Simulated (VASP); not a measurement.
# Cd2Ge (P4/nmm) in VASP: notebook, part 2 of 2

VASP 6.6.1.

## Step 3: Single point, PBE

This run uses another cell than the first one, of 24.41 Å³/atom.

The input, INCAR:

```
ALGO = Fast
EDIFF = 1E-6
ENCUT = 520
GGA = PE
ISIF = 2
ISMEAR = 0
LASPH = True
LCHARG = False
LREAL = False
LWAVE = False
NBANDS = 47
NELM = 60
PREC = Accurate
SIGMA = 0.1
```

The input, KPOINTS:

```
k-points
0
Gamma
  4 4 4
```

The input, POSCAR:

```
Cd2Ge
1.0
    4.9192996819      0.0000000000      0.0000000000
    0.0000000000      4.9192996819      0.0000000000
    0.0000000000      0.0000000000      6.0531860374
Cd Ge
4 2
Direct
    0.0000000000      0.0000000000      0.0000000000
    0.5000000000      0.5000000000      0.0000000000
    0.5000000000      0.0000000000     -0.3195775429
    0.0000000000      0.5000000000      1.3195775429
    0.5000000000      0.0000000000      0.2409833384
    0.0000000000      0.5000000000      0.7590166616
```

Potentials or basis: VASP PAW PBE potentials, release 64 (Cd, Ge_d).

On the command line:

```sh
> cat potpaw_PBE.64/Cd/POTCAR potpaw_PBE.64/Ge_d/POTCAR > POTCAR
> mpirun -np 1 vasp_std > vasp.out
```

OUTCAR:

```text
EDIFF = 1E-6
   ENCUT = 520
   GGA = PE
   ISIF = 2
   ISMEAR = 0
   LASPH = True
   LREAL = False
   NELM = 60
   PREC = Accurate

 ion  position               nearest neighbor table
   1  0.000  0.000  0.000-   5 2.86   6 2.86   6 2.86   5 2.86   4 3.13   3 3.13   3 3.13   4 3.13
                             2 3.48   2 3.48   2 3.48   2 3.48
   2  0.500  0.500  0.000-   5 2.86   6 2.86   5 2.86   6 2.86   3 3.13   3 3.13   4 3.13   4 3.13
                             1 3.48   1 3.48   1 3.48   1 3.48
   3  0.500  0.000  0.680-   5 2.66   2 3.13   1 3.13   2 3.13   1 3.13
   4  0.000  0.500  0.320-   6 2.66   2 3.13   1 3.13   1 3.13   2 3.13
   5  0.500  0.000  0.241-   3 2.66   2 2.86   1 2.86   2 2.86   1 2.86
   6  0.000  0.500  0.759-   4 2.66   2 2.86   1 2.86   1 2.86   2 2.86

  LATTYP: Found a simple tetragonal cell.
 ALAT       =     4.9192996819
 C/A-ratio  =     1.2304975157

  Lattice vectors:

 A1 = (   4.9192996819,   0.0000000000,   0.0000000000)
 A2 = (   0.0000000000,   4.9192996819,   0.0000000000)
 A3 = (   0.0000000000,   0.0000000000,   6.0531860374)

Analysis of symmetry for initial positions (statically):
=====================================================================
 Subroutine PRICEL returns:
 Original cell was already a primitive cell.

 Routine SETGRP: Setting up the symmetry group for a
 simple tetragonal supercell.

 Subroutine GETGRP returns: Found 16 space group operations
 (whereof  8 operations were pure point group operations)
 out of a pool of 16 trial point group operations.

The static configuration has the point symmetry D_2d.
 The point group associated with its full space group is D_4h.

Analysis of symmetry for dynamics (positions and initial velocities):
=====================================================================
 Subroutine PRICEL returns:
 Original cell was already a primitive cell.

[... 130 lines left out ...]
  volume/ion in A,a.u.               =      24.41       164.75
  Fermi-wavevector in a.u.,A,eV,Ry     =   1.315475  2.485887 23.544524  1.730474
  Thomas-Fermi vector in A             =   2.445655
   LORBIT       =      0    0 simple, 1 ext, 2 COOP (PROOUT), +10 PAW based schemes
   GGA     = PE    functional components
   LHFCALC =     F    Hartree Fock is set to
   AEXX    =    0.0000 exact exchange contribution
   IVDW    =     0    specifies the selected vdW correction
   LEPSILON=     F    determine dielectric tensor
   LRPA    =     F    only Hartree local field effects (RPA)
 non-spin polarized calculation
 RMM-DIIS sequential band-by-band and
 Gauss-broadening in eV      SIGMA  =   0.10
  energy-cutoff  :      520.00
  volume of cell :      146.48
 maximum number of plane-waves:      3956
 NGX is ok and might be reduce to    40
   NGX = 19   NGY = 19   NGZ = 23

 number of electron      76.0000015 magnetization

 Free energy of the ion-electron system (eV)
  ---------------------------------------------------
  ext. energy  EPLUGINS =         0.00000000
  ---------------------------------------------------
  free energy    TOTEN  =       -10.76718123 eV

  energy without entropy =      -10.76266887  energy(sigma->0) =      -10.76492505

 E-fermi :   2.7833     XC(G=0): -10.1359

 val. band max:        2.6405647191   @ k =   0.2500   0.0000   0.5000
 cond. band min:       2.8430442310   @ k =   0.0000   0.0000   0.0000
 fundamental gap:      0.2024795119
 Fermi energy:         2.7832519949

 k-point     1 :       0.0000    0.0000    0.0000
  band No.  band energies     occupation
      1     -21.8396      2.00000
      2     -21.8390      2.00000
      3     -21.8328      2.00000
      4     -21.8316      2.00000
      5     -21.8310      2.00000
      6     -21.8305      2.00000
[... 889 lines left out ...]
     46       7.9498      0.00000
     47      10.0191      0.00000

------------------------ aborting loop because EDIFF is reached ----------------------------------------

  FORCE on cell =-STRESS in cart. coord.  units (eV):
  Direction    XX          YY          ZZ          XY          YZ          ZX
  --------------------------------------------------------------------------------------
  -------------------------------------------------------------------------------------
  Total        0.1285380      0.1285380      0.4374402      0.0000000      0.0000000      0.0000000
  in kB        1.4058903      1.4058903      4.7845233      0.0000000      0.0000000      0.0000000
  external PRESSURE =       2.5321013 kB  Pullay stress =       0.0000000 kB

 VOLUME and BASIS-vectors are now :
 -----------------------------------------------------------------------------
  energy-cutoff  :      520.00
  volume of cell :      146.48
      direct lattice vectors                 reciprocal lattice vectors
     4.919299682  0.000000000  0.000000000     0.203280968  0.000000000  0.000000000
     0.000000000  4.919299682  0.000000000     0.000000000  0.203280968  0.000000000
     0.000000000  0.000000000  6.053186037     0.000000000  0.000000000  0.165202258

 POSITION                                       TOTAL-FORCE (eV/Angst)
 -----------------------------------------------------------------------------------
      0.00000      0.00000      0.00000        -0.000000     -0.000000     -0.000000
      2.45965      2.45965      0.00000        -0.000000      0.000000     -0.000000
      2.45965      0.00000      4.11872        -0.000000      0.000000      0.013496
      0.00000      2.45965      1.93446         0.000000      0.000000     -0.013496
      2.45965      0.00000      1.45872         0.000000      0.000000      0.015409
      0.00000      2.45965      4.59447        -0.000000      0.000000     -0.015409
 -----------------------------------------------------------------------------------
    total drift:                               -0.000000      0.000000     -0.000000

  FREE ENERGIE OF THE ION-ELECTRON SYSTEM (eV)
  ---------------------------------------------------
  free  energy   TOTEN  =       -10.7671812310 eV

  energy  without entropy=      -10.7626688652  energy(sigma->0) =      -10.76492505
```

OSZICAR:

```text
N       E                     dE             d eps       ncg     rms          rms(c)
DAV:   1     0.850262786026E+03    0.85026E+03   -0.37377E+04  2198   0.319E+03
DAV:   2     0.109694548549E+03   -0.74057E+03   -0.71068E+03  1700   0.971E+02
DAV:   3    -0.456089599066E+01   -0.11426E+03   -0.11268E+03  1804   0.209E+02
DAV:   4    -0.113150385632E+02   -0.67541E+01   -0.67371E+01  1917   0.545E+01
DAV:   5    -0.114550506809E+02   -0.14001E+00   -0.13999E+00  1763   0.794E+00    0.704E+00
RMM:   6    -0.107990120154E+02    0.65604E+00   -0.15926E+00  2110   0.670E+00    0.577E+00
RMM:   7    -0.107702656164E+02    0.28746E-01   -0.23478E-01  2192   0.231E+00    0.294E+00
RMM:   8    -0.107671508381E+02    0.31148E-02   -0.40647E-02  2179   0.180E+00    0.264E-01
RMM:   9    -0.107670589203E+02    0.91918E-04   -0.80693E-03  2342   0.579E-01    0.973E-02
RMM:  10    -0.107671570248E+02   -0.98105E-04   -0.10415E-03  2378   0.212E-01    0.426E-02
RMM:  11    -0.107671781855E+02   -0.21161E-04   -0.13109E-04  2580   0.641E-02    0.145E-02
RMM:  12    -0.107671813553E+02   -0.31698E-05   -0.19370E-05  2281   0.306E-02    0.409E-03
RMM:  13    -0.107671812310E+02    0.12433E-06   -0.48632E-06  1663   0.130E-02
   1 F= -.10767181E+02 E0= -.10764925E+02  d E =-.451237E-02
```

stdout:

```text
POSCAR found type information on POSCAR CdGe
 POSCAR found :  2 types and       6 ions
 scaLAPACK will be used
 LDA part: xc-table for (Slater+PW92), standard interpolation
 POSCAR, INCAR and KPOINTS ok, starting setup
 FFT: planning ... GRIDC
 FFT: planning ... GRID_SOFT
 FFT: planning ... GRID
 WAVECAR not read
 entering main loop
```

Run time: 4.4 min. Hardware: 1 thread of Intel Xeon 8259CL, shared host; peak memory 0.32 GiB.

Results:

```yaml
Free_energy: -10.7672 eV
Pressure: 0.3 GPa
Largest_force: 0.015 eV/Å
Band_gap_on_the_k_mesh: zero (bands 38 and 39 overlap by 1.44 eV)
```

Forces on the atoms (eV/Å):
```
Cd   0.000  0.000  0.000
Cd   0.000  0.000  0.000
Cd   0.000  0.000  0.013
Cd   0.000  0.000 -0.013
Ge   0.000  0.000  0.015
Ge   0.000  0.000 -0.015
```

## Step 4: Single point, PBE

This run uses another cell than the first one, of 22.97 Å³/atom.

The input, INCAR:

```
ALGO = Fast ; EDIFF = 1E-6
ENCUT = 520 ; GGA = PE
ISIF = 2 ; ISMEAR = 0
LASPH = T ; LCHARG = F
LREAL = F ; LWAVE = F
NBANDS = 47 ; NELM = 100
PREC = Accurate ; SIGMA = 0.1
```

The input, KPOINTS:

```
k-points
0
Gamma
  8 8 6
```

The input, POSCAR:

```
Cd2Ge
1.0
    4.4426688969      0.0000000000      0.0000000000
    0.0000000000      4.4426688969      0.0000000000
    0.0000000000      0.0000000000      6.9825738748
Cd Ge
4 2
Direct
    0.0000000000      0.0000000000      0.0000000000
    0.5000000000      0.5000000000      0.0000000000
    0.5000000000      0.0000000000      0.6658607186
    0.0000000000      0.5000000000      0.3341392814
    0.5000000000      0.0000000000      0.2740449724
    0.0000000000      0.5000000000      0.7259550276
```

Potentials or basis: VASP PAW PBE potentials, release 64 (Cd, Ge_d).

On the command line:

```sh
> cat potpaw_PBE.64/Cd/POTCAR potpaw_PBE.64/Ge_d/POTCAR > POTCAR
> mpirun -np 1 vasp_std > vasp.out
```

OUTCAR:

```text
EDIFF = 1E-6
   ENCUT = 520
   GGA = PE
   ISIF = 2
   ISMEAR = 0
   LASPH = T
   LREAL = F
   NELM = 100
   PREC = Accurate

 ion  position               nearest neighbor table
   1  0.000  0.000  0.000-   5 2.93   6 2.93   6 2.93   5 2.93   2 3.14   2 3.14   2 3.14   2 3.14
                             3 3.22   3 3.22   4 3.22   4 3.22
   2  0.500  0.500  0.000-   5 2.93   6 2.93   5 2.93   6 2.93   1 3.14   1 3.14   1 3.14   1 3.14
                             3 3.22   4 3.22   3 3.22   4 3.22
   3  0.500  0.000  0.666-   5 2.74   6 3.17   6 3.17   6 3.17   6 3.17   1 3.22   1 3.22   2 3.22
                             2 3.22
   4  0.000  0.500  0.334-   6 2.74   5 3.17   5 3.17   5 3.17   5 3.17   1 3.22   2 3.22   2 3.22
                             1 3.22
   5  0.500  0.000  0.274-   3 2.74   2 2.93   1 2.93   2 2.93   1 2.93   4 3.17   4 3.17   4 3.17
                             4 3.17
   6  0.000  0.500  0.726-   4 2.74   2 2.93   1 2.93   1 2.93   2 2.93   3 3.17   3 3.17   3 3.17
                             3 3.17

  LATTYP: Found a simple tetragonal cell.
 ALAT       =     4.4426688969
 C/A-ratio  =     1.5717070159

  Lattice vectors:

 A1 = (   4.4426688969,   0.0000000000,   0.0000000000)
 A2 = (   0.0000000000,   4.4426688969,   0.0000000000)
 A3 = (   0.0000000000,   0.0000000000,   6.9825738748)

Analysis of symmetry for initial positions (statically):
=====================================================================
 Subroutine PRICEL returns:
 Original cell was already a primitive cell.

 Routine SETGRP: Setting up the symmetry group for a
 simple tetragonal supercell.

 Subroutine GETGRP returns: Found 16 space group operations
 (whereof  8 operations were pure point group operations)
 out of a pool of 16 trial point group operations.

The static configuration has the point symmetry D_2d.
 The point group associated with its full space group is D_4h.

[... 143 lines left out ...]
  Fermi-wavevector in a.u.,A,eV,Ry     =   1.342492  2.536941 24.521555  1.802283
  Thomas-Fermi vector in A             =   2.470641
   LORBIT       =      0    0 simple, 1 ext, 2 COOP (PROOUT), +10 PAW based schemes
   GGA     = PE    functional components
   LHFCALC =     F    Hartree Fock is set to
   AEXX    =    0.0000 exact exchange contribution
   IVDW    =     0    specifies the selected vdW correction
   LEPSILON=     F    determine dielectric tensor
   LRPA    =     F    only Hartree local field effects (RPA)
 non-spin polarized calculation
 RMM-DIIS sequential band-by-band and
 Gauss-broadening in eV      SIGMA  =   0.10
  energy-cutoff  :      520.00
  volume of cell :      137.82
 maximum number of plane-waves:      3730
 NGX is ok and might be reduce to    36
   NGX = 17   NGY = 17   NGZ = 25

 number of electron      76.0000000 magnetization

 Free energy of the ion-electron system (eV)
  ---------------------------------------------------
  ext. energy  EPLUGINS =         0.00000000
  ---------------------------------------------------
  free energy    TOTEN  =       -11.11179740 eV

  energy without entropy =      -11.09425647  energy(sigma->0) =      -11.10302694

 E-fermi :   3.2096     XC(G=0): -10.5038

 val. band max:        3.2082407474   @ k =   0.3750   0.2500   0.1667
 cond. band min:       3.2133853046   @ k =   0.5000   0.2500   0.1667
 fundamental gap:      0.0051445572
 Fermi energy:         3.2096062660

 k-point     1 :       0.0000    0.0000    0.0000
  band No.  band energies     occupation
      1     -21.3352      2.00000
      2     -21.3345      2.00000
      3     -21.3340      2.00000
      4     -21.3333      2.00000
      5     -21.3195      2.00000
      6     -21.3195      2.00000
[... 1189 lines left out ...]
     46       7.7303      0.00000
     47       8.9562      0.00000

 [... further k-points ...]

------------------------ aborting loop because EDIFF is reached ----------------------------------------

  FORCE on cell =-STRESS in cart. coord.  units (eV):
  Direction    XX          YY          ZZ          XY          YZ          ZX
  --------------------------------------------------------------------------------------
  -------------------------------------------------------------------------------------
  Total        0.1576923      0.1576923      0.2404315      0.0000000      0.0000000      0.0000000
  in kB        1.8332334      1.8332334      2.7951077      0.0000000      0.0000000      0.0000000
  external PRESSURE =       2.1538582 kB  Pullay stress =       0.0000000 kB

 VOLUME and BASIS-vectors are now :
 -----------------------------------------------------------------------------
  energy-cutoff  :      520.00
  volume of cell :      137.82
      direct lattice vectors                 reciprocal lattice vectors
     4.442668897  0.000000000  0.000000000     0.225089923  0.000000000  0.000000000
     0.000000000  4.442668897  0.000000000     0.000000000  0.225089923  0.000000000
     0.000000000  0.000000000  6.982573875     0.000000000  0.000000000  0.143213666

 POSITION                                       TOTAL-FORCE (eV/Angst)
 -----------------------------------------------------------------------------------
      0.00000      0.00000      0.00000        -0.000000     -0.000000      0.000000
      2.22133      2.22133      0.00000         0.000000      0.000000      0.000000
      2.22133      0.00000      4.64942        -0.000000     -0.000000      0.008651
      0.00000      2.22133      2.33315        -0.000000     -0.000000     -0.008651
      2.22133      0.00000      1.91354        -0.000000     -0.000000     -0.002034
      0.00000      2.22133      5.06903         0.000000      0.000000      0.002034
 -----------------------------------------------------------------------------------
    total drift:                                0.000000      0.000000     -0.000000

  FREE ENERGIE OF THE ION-ELECTRON SYSTEM (eV)
  ---------------------------------------------------
  free  energy   TOTEN  =       -11.1117974044 eV

  energy  without entropy=      -11.0942564714  energy(sigma->0) =      -11.10302694
```

OSZICAR:

```text
N       E                     dE             d eps       ncg     rms          rms(c)
DAV:   1     0.854686698976E+03    0.85469E+03   -0.37406E+04  7323   0.327E+03
DAV:   2     0.109468126779E+03   -0.74522E+03   -0.71400E+03  5654   0.986E+02
DAV:   3    -0.509731544210E+01   -0.11457E+03   -0.11285E+03  6053   0.209E+02
DAV:   4    -0.117097963654E+02   -0.66125E+01   -0.65960E+01  6408   0.538E+01
DAV:   5    -0.118431060258E+02   -0.13331E+00   -0.13330E+00  5879   0.787E+00    0.725E+00
RMM:   6    -0.111400958195E+02    0.70301E+00   -0.17001E+00  6920   0.688E+00    0.615E+00
RMM:   7    -0.111155568349E+02    0.24539E-01   -0.23700E-01  7204   0.230E+00    0.324E+00
RMM:   8    -0.111122498096E+02    0.33070E-02   -0.44497E-02  7209   0.192E+00    0.246E-01
RMM:   9    -0.111117951972E+02    0.45461E-03   -0.11446E-02  7088   0.687E-01    0.853E-02
RMM:  10    -0.111117592744E+02    0.35923E-04   -0.20336E-03  7753   0.316E-01    0.413E-02
RMM:  11    -0.111117960897E+02   -0.36815E-04   -0.26840E-04  7965   0.940E-02    0.247E-02
RMM:  12    -0.111117971790E+02   -0.10893E-05   -0.51597E-05  7621   0.485E-02    0.563E-03
RMM:  13    -0.111117974044E+02   -0.22534E-06   -0.66345E-06  6847   0.144E-02
   1 F= -.11111797E+02 E0= -.11103027E+02  d E =-.175409E-01
```

stdout:

```text
POSCAR found type information on POSCAR CdGe
 POSCAR found :  2 types and       6 ions
 scaLAPACK will be used
 LDA part: xc-table for (Slater+PW92), standard interpolation
 POSCAR, INCAR and KPOINTS ok, starting setup
 FFT: planning ... GRIDC
 FFT: planning ... GRID_SOFT
 FFT: planning ... GRID
 WAVECAR not read
 entering main loop
WARNING in EDDRMM: call to ZHEGV failed, returncode =   6  3     43
```

Run time: 8.7 min. Hardware: 1 thread of Intel Xeon 8259CL, shared host; peak memory 0.45 GiB.

Results:

```
Free energy            : -11.1118 eV
Pressure               : 0.2 GPa
Largest force          : 0.009 eV/Å
Band gap on the k mesh : zero (bands 38 and 39 overlap by 2.85 eV)
```

Forces in eV/Å, atoms in the order of the input:
```
Cd   0.000  0.000  0.000
Cd   0.000  0.000  0.000
Cd   0.000  0.000  0.009
Cd   0.000  0.000 -0.009
Ge   0.000  0.000 -0.002
Ge   0.000  0.000  0.002
```

Stress tensor (GPa, compression positive):
```
0.18 0.00 0.00
0.00 0.18 0.00
0.00 0.00 0.28
```

Levels at points of the mesh, in eV from the Fermi level:
```tsv
k point	band 35	band 36	band 37	band 38	band 39	band 40	band 41	band 42
(0.00, 0.00, 0.00)	-1.83	-1.83	-1.18	0.70	0.70	0.94	1.15	3.31
(0.50, 0.00, 0.00)	-3.21	-3.21	0.30	0.30	1.58	1.58	3.21	3.21
(0.50, 0.50, 0.00)	-2.45	-2.45	-2.08	-2.08	-1.99	-1.99	0.63	0.63
(0.00, 0.00, 0.50)	-1.16	-1.16	-0.50	-0.50	-0.43	0.01	1.23	2.70
(0.50, 0.00, 0.50)	-0.58	-0.58	-0.13	-0.13	0.56	0.56	2.61	2.61
(0.50, 0.50, 0.50)	-3.78	-3.78	-3.31	-3.31	1.35	1.35	2.11	2.11
```

## Step 5: The runs side by side

| cell | k mesh | gap on the mesh (eV) | pressure (GPa) | largest force (eV/Å) |
| --- | --- | --- | --- | --- |
| a = 5.254, b = 5.254, c = 5.140 Å, 6 atoms, atomic positions A | 4 × 4 × 4 | none | 19.4 | 7.20 |
| a = 4.919, b = 4.919, c = 6.053 Å, 6 atoms, atomic positions B | 4 × 4 × 4 | none | 0.3 | 0.02 |
| a = 4.443, b = 4.443, c = 6.983 Å, 6 atoms, atomic positions C | 8 × 8 × 6 | none | 0.2 | 0.01 |

Alike in all rows: task single point; level PBE; potentials or basis VASP PAW PBE potentials, release 64 (Cd, Ge_d); no spin polarisation; cutoff (eV) 520; smearing gaussian 0.1 eV.

Caveats: the cell stands under pressure (at least some runs); forces of over 1 eV/Å act on the atoms, so gaps and moduli don't describe the material at rest (at least some runs).

Total energies depend on the potentials used, so only differences within one code and one set of settings carry meaning.
